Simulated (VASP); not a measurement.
# V (Fd-3m) in VASP: further runs

Runs on V. Level: PBE. Tasks: single point.

Everything below comes from runs of VASP 6.6.1. Logs are shortened: lines on timing, memory, paths and dates and some standing lists are left out, and cuts for length are marked.

### Step 1. The cell of the first run

Symmetry: Fd-3m, No. 227, cubic system. Conventional cell: a = 5.007 Å, b = 5.007 Å, c = 5.007 Å, α = 90.00°, β = 90.00°, γ = 90.00°. Within 2.9 Å of V (site symmetry -43m) lie 4 V at 2.17 Å.

This isn't the form of V at room conditions, which is bcc.

### Step 2. Single point, PBE (15.69 Å³/atom)

POSCAR reads:

```
V
1.0
    0.0000000000      2.5035137312      2.5035137312
    2.5035137312      0.0000000000      2.5035137312
    2.5035137312      2.5035137312      0.0000000000
V
2
Direct
   -0.1250000000     -0.1250000000     -0.1250000000
    0.1250000000      0.1250000000      0.1250000000
```

INCAR.step1 reads:

```
PREC = Accurate
ENCUT = 520
EDIFF = 1E-6
ISMEAR = -1
SIGMA = 0.08
LREAL = F
LASPH = T
NELM = 60
ALGO = Normal
ISIF = 2
LWAVE = F
LCHARG = T
LMAXMIX = 4
GGA = PE
NBANDS = 20
```

KPOINTS.step1 reads:

```
regular mesh
0
Gamma
  14 14 14
```

INCAR.step2 reads:

```
PREC = Accurate
ENCUT = 520
EDIFF = 1E-6
ISMEAR = -5
SIGMA = 0.08
LREAL = F
LASPH = T
NELM = 60
ALGO = Normal
ISIF = 2
LWAVE = F
LCHARG = F
LMAXMIX = 4
GGA = PE
LORBIT = 10
NEDOS = 1001
ICHARG = 11
```

KPOINTS.step2 reads:

```
regular mesh
0
Gamma
  21 21 21
```

Potentials or basis: VASP PAW PBE potentials, release 64 (V_sv).

On the command line:

```console
> cat potpaw_PBE.64/V_sv/POTCAR > POTCAR
> cp INCAR.step1 INCAR
> cp KPOINTS.step1 KPOINTS
> mpirun -np 1 vasp_std > vasp.out
> cp INCAR.step2 INCAR
> cp KPOINTS.step2 KPOINTS
> mpirun -np 1 vasp_std > vasp.out
```

OUTCAR:

```text
PREC = Accurate
   ENCUT = 520
   EDIFF = 1E-6
   ISMEAR = -5
   LREAL = F
   LASPH = T
   NELM = 60
   ISIF = 2
   GGA = PE
   LORBIT = 10
   ICHARG = 11

 ion  position               nearest neighbor table
   1  0.875  0.875  0.875-   2 2.17   2 2.17   2 2.17   2 2.17
   2  0.125  0.125  0.125-   1 2.17   1 2.17   1 2.17   1 2.17

  LATTYP: Found a face centered cubic cell.
 ALAT       =     5.0070274624

  Lattice vectors:

 A1 = (   0.0000000000,   2.5035137312,   2.5035137312)
 A2 = (   2.5035137312,   0.0000000000,   2.5035137312)
 A3 = (   2.5035137312,   2.5035137312,   0.0000000000)

Analysis of symmetry for initial positions (statically):
=====================================================================
 Subroutine PRICEL returns:
 Original cell was already a primitive cell.

 Routine SETGRP: Setting up the symmetry group for a
 face centered cubic supercell.

 Subroutine GETGRP returns: Found 48 space group operations
 (whereof 12 operations were pure point group operations)
 out of a pool of 48 trial point group operations.

The static configuration has the point symmetry D_3d.
 The point group associated with its full space group is O_h .

Analysis of symmetry for dynamics (positions and initial velocities):
=====================================================================
 Subroutine PRICEL returns:
 Original cell was already a primitive cell.

 Routine SETGRP: Setting up the symmetry group for a
 face centered cubic supercell.

 Subroutine GETGRP returns: Found 48 space group operations
 (whereof 12 operations were pure point group operations)
 out of a pool of 48 trial point group operations.

The dynamic configuration has the point symmetry D_3d.
 The point group associated with its full space group is O_h .

 Subroutine INISYM returns: Found 48 space group operations
 (whereof 12 operations are pure point group operations),
 and found     1 'primitive' translations

----------------------------------------------------------------------------------------

                                     Primitive cell

  volume of cell :      31.3820

  direct lattice vectors                    reciprocal lattice vectors
     0.000000000  2.503513731  2.503513731    -0.199719296  0.199719296  0.199719296
     2.503513731  0.000000000  2.503513731     0.199719296 -0.199719296  0.199719296
     2.503513731  2.503513731  0.000000000     0.199719296  0.199719296 -0.199719296

  length of vectors
     3.540503072  3.540503072  3.540503072     0.345923968  0.345923968  0.345923968

  position of ions in fractional coordinates (direct lattice)
     0.875000000  0.875000000  0.875000000
     0.125000000  0.125000000  0.125000000

  ion indices of the primitive-cell ions
   primitive index   ion index
                 1           1
                 2           2

----------------------------------------------------------------------------------------

 KPOINTS: regular mesh

Automatic generation of k-mesh.
 Grid dimensions read from file:
 generate k-points for:   21   21   21

 Generating k-lattice:

  Cartesian coordinates                     Fractional coordinates (reciprocal lattice)
    -0.009510443  0.009510443  0.009510443     0.047619048  0.000000000  0.000000000
     0.009510443 -0.009510443  0.009510443     0.000000000  0.047619048  0.000000000
     0.009510443  0.009510443 -0.009510443     0.000000000  0.000000000  0.047619048

  Length of vectors
     0.016472570  0.016472570  0.016472570

  Shift w.r.t. Gamma in fractional coordinates (k-lattice)
     0.000000000  0.000000000  0.000000000

 TETIRR: Found   1276 inequivalent tetrahedra from    55566

 Subroutine IBZKPT returns following result:
 ===========================================

 Found    286 irreducible k-points:

 Following reciprocal coordinates:
            Coordinates               Weight
  0.000000  0.000000  0.000000      1.000000
  0.047619  0.000000  0.000000      8.000000
  0.095238  0.000000  0.000000      8.000000
  0.142857  0.000000  0.000000      8.000000
  0.190476  0.000000  0.000000      8.000000
  0.238095  0.000000  0.000000      8.000000
[... 16 lines left out ...]
 -0.428571  0.047619  0.000000     24.000000
 -0.380952  0.047619  0.000000     24.000000
 [... further k-points ...]
   k-points           NKPTS =    286   k-points in BZ     NKDIM =    286   number of bands    NBANDS=     17
   number of dos      NEDOS =   1001   number of ions     NIONS =      2
   total plane-waves  NPLWV =  21952
   dimension x,y,z NGX =    28 NGY =   28 NGZ =   28
   dimension x,y,z NGXF=    56 NGYF=   56 NGZF=   56
   ions per type =               2
   NGX,Y,Z   is equivalent  to a cutoff of  13.15, 13.15, 13.15 a.u.
   NGXF,Y,Z  is equivalent  to a cutoff of  26.30, 26.30, 26.30 a.u.
 SYSTEM =  unknown system
   PREC   = accura    normal or accurate (medium, high low for compatibility)
   ISTART =      0    job   : 0-new  1-cont  2-samecut
   ICHARG =     11    charge: 1-file 2-atom 10-const
   ISPIN  =      1    spin polarized calculation?
   LNONCOLLINEAR =      F non collinear calculations
   LSORBIT =      F    spin-orbit coupling
   LASPH  =      T    aspherical Exc in radial PAW
   ENCUT  =  520.0 eV  38.22 Ry    6.18 a.u.   6.58  6.58  6.58*2*pi/ulx,y,z
   NELM   =     60;   NELMIN=  2; NELMDL=  0     # of ELM steps
   EDIFF  = 0.1E-05   stopping-criterion for ELM
   LREAL  =      F    real-space projection
   EDIFFG = 0.1E-04   stopping-criterion for IOM
   NSW    =      0    number of steps for IOM
   IBRION =     -1    ionic relax: 0-MD 1-quasi-New 2-CG
   NFREE  =      0    steps in history (QN), initial steepest desc. (CG)
   ISIF   =      2    stress and relaxation
   ISYM   =      2    0-nonsym 1-usesym 2-fastsym
   POTIM  = 0.5000    time-step for ionic-motion
   TEBEG  =    0.0;   TEEND  =   0.0 temperature during run
   PSTRESS=    0.0 pullay stress
   NELECT =      26.0000    total number of electrons
   NUPDOWN=      -1.0000    fix difference up-down
   EMIN   =  10.00;   EMAX   =-10.00  energy-range for DOS
   EFERMI =   0.00;   METHOD = LEGACY
   ISMEAR =    -5;   SIGMA  =   0.08  broadening in eV -4-tet -1-fermi 0-gaus
   EFERMI_NEDOS =   21; number of points for ismear=-14 and -15
   IALGO  =     38    algorithm
   IMIX   =      4    mixing-type and parameters
     AMIX     =   0.40;   BMIX     =  1.00
     AMIX_MAG =   1.60;   BMIX_MAG =  1.00
  volume/ion in A,a.u.               =      15.69       105.89
  Fermi-wavevector in a.u.,A,eV,Ry     =   1.537586  2.905615 32.166479  2.364169
  Thomas-Fermi vector in A             =   2.644074
   LORBIT       =     10    0 simple, 1 ext, 2 COOP (PROOUT), +10 PAW based schemes
   GGA     = PE    functional components
   LHFCALC =     F    Hartree Fock is set to
   AEXX    =    0.0000 exact exchange contribution
   IVDW    =     0    specifies the selected vdW correction
   LEPSILON=     F    determine dielectric tensor
   LRPA    =     F    only Hartree local field effects (RPA)
 non-spin polarized calculation
 Fermi weights with tetrahedron method with Bloechl corrections
  energy-cutoff  :      520.00
  volume of cell :       31.38
 maximum number of plane-waves:       875

 number of electron      26.0000015 magnetization

 Free energy of the ion-electron system (eV)
  ---------------------------------------------------
  ext. energy  EPLUGINS =         0.00000000
  ---------------------------------------------------
  free energy    TOTEN  =       -12.92319838 eV

  energy without entropy =      -12.92319838  energy(sigma->0) =      -12.92319838

 E-fermi :   8.0373     XC(G=0): -11.7043

 val. band max:        8.0380306616   @ k =  -0.4286   0.3333   0.0952
 cond. band min:       8.0173810726   @ k =  -0.4762   0.3333   0.0952
 fundamental gap:     -0.0206495890
 Fermi energy:         8.0372596899

 k-point     1 :       0.0000    0.0000    0.0000
  band No.  band energies     occupation
      1     -55.7888      2.00000
      2     -54.7231      2.00000
      3     -29.8828      2.00000
      4     -29.8828      2.00000
      5     -29.8828      2.00000
      6     -28.6118      2.00000
[... 9 lines left out ...]
     16       9.7714      0.00000
     17       9.7714      0.00000

 k-point     2 :       0.0476    0.0000    0.0000
  band No.  band energies     occupation
      1     -55.7845      2.00000
      2     -54.7277      2.00000
      3     -29.8870      2.00000
      4     -29.8870      2.00000
      5     -29.8834      2.00000
      6     -28.6116      2.00000
[... 9 lines left out ...]
     16       9.7633      0.00000
     17       9.7633      0.00000

 k-point     3 :       0.0952    0.0000    0.0000
  band No.  band energies     occupation
      1     -55.7717      2.00000
      2     -54.7414      2.00000
      3     -29.8992      2.00000
      4     -29.8992      2.00000
      5     -29.8853      2.00000
      6     -28.6108      2.00000
[... 9 lines left out ...]
     16       9.7450      0.00000
     17       9.7450      0.00000

 k-point     4 :       0.1429    0.0000    0.0000
  band No.  band energies     occupation
      1     -55.7510      2.00000
      2     -54.7636      2.00000
      3     -29.9177      2.00000
      4     -29.9177      2.00000
      5     -29.8886      2.00000
      6     -28.6093      2.00000
[... 9 lines left out ...]
     16       9.7341      0.00000
     17       9.7341      0.00000
[... 343 lines left out ...]
      1     -55.5252      2.00000
      2     -55.0010      2.00000
      3     -30.0776      2.00000
      4     -30.0532      2.00000
      5     -29.8926      2.00000
      6     -28.6114      2.00000
[... 9 lines left out ...]
     16      10.7227      0.00000
     17      10.7780      0.00000

 k-point    23 :      -0.4286    0.0476    0.0000
  band No.  band energies     occupation
      1     -55.5366      2.00000
      2     -54.9892      2.00000
      3     -30.0753      2.00000
      4     -30.0458      2.00000
      5     -29.8922      2.00000
      6     -28.6117      2.00000
[... 9 lines left out ...]
     16      10.5613      0.00000
     17      10.7836      0.00000

 k-point    24 :      -0.3810    0.0476    0.0000
  band No.  band energies     occupation
      1     -55.5624      2.00000
      2     -54.9625      2.00000
      3     -30.0660      2.00000
      4     -30.0323      2.00000
      5     -29.8903      2.00000
      6     -28.6132      2.00000
[... 9 lines left out ...]
     16      10.3439      0.00000
     17      10.6527      0.00000

 [... further k-points ...]

------------------------ aborting loop because EDIFF is reached ----------------------------------------

  FORCE on cell =-STRESS in cart. coord.  units (eV):
  Direction    XX          YY          ZZ          XY          YZ          ZX
  --------------------------------------------------------------------------------------
  -------------------------------------------------------------------------------------
  Total        3.2431897      3.2431897      3.2431897     -0.0000000      0.0000000      0.0000000
  in kB      165.5781448    165.5781448    165.5781448     -0.0000000      0.0000000      0.0000000
  external PRESSURE =     165.5781448 kB  Pullay stress =       0.0000000 kB

 VOLUME and BASIS-vectors are now :
 -----------------------------------------------------------------------------
  energy-cutoff  :      520.00
  volume of cell :       31.38
      direct lattice vectors                 reciprocal lattice vectors
     0.000000000  2.503513731  2.503513731    -0.199719296  0.199719296  0.199719296
     2.503513731  0.000000000  2.503513731     0.199719296 -0.199719296  0.199719296
     2.503513731  2.503513731  0.000000000     0.199719296  0.199719296 -0.199719296

 POSITION                                       TOTAL-FORCE (eV/Angst)
 -----------------------------------------------------------------------------------
      4.38115      4.38115      4.38115        -0.000000      0.000000      0.000000
      0.62588      0.62588      0.62588         0.000000     -0.000000     -0.000000
 -----------------------------------------------------------------------------------
    total drift:                                0.000000     -0.000000     -0.000000

  FREE ENERGIE OF THE ION-ELECTRON SYSTEM (eV)
  ---------------------------------------------------
  free  energy   TOTEN  =       -12.9231983823 eV

  energy  without entropy=      -12.9231983823  energy(sigma->0) =      -12.92319838

 total charge

# of ion       s       p       d       tot
------------------------------------------
    1        2.381   6.092   3.607  12.080
    2        2.381   6.092   3.607  12.080
--------------------------------------------------
tot          4.762  12.184   7.214  24.160
```

It took 3.8 min on 1 thread of Intel Xeon 8259CL, shared host; peak memory 0.25 GiB.

Results:

```yaml
Valence_electrons_inside_the_program's_atomic_spheres: V 12.08
```

Caveat: tetrahedron occupations give inexact forces and stress in metals.

(Continued in part 2 of 2.)
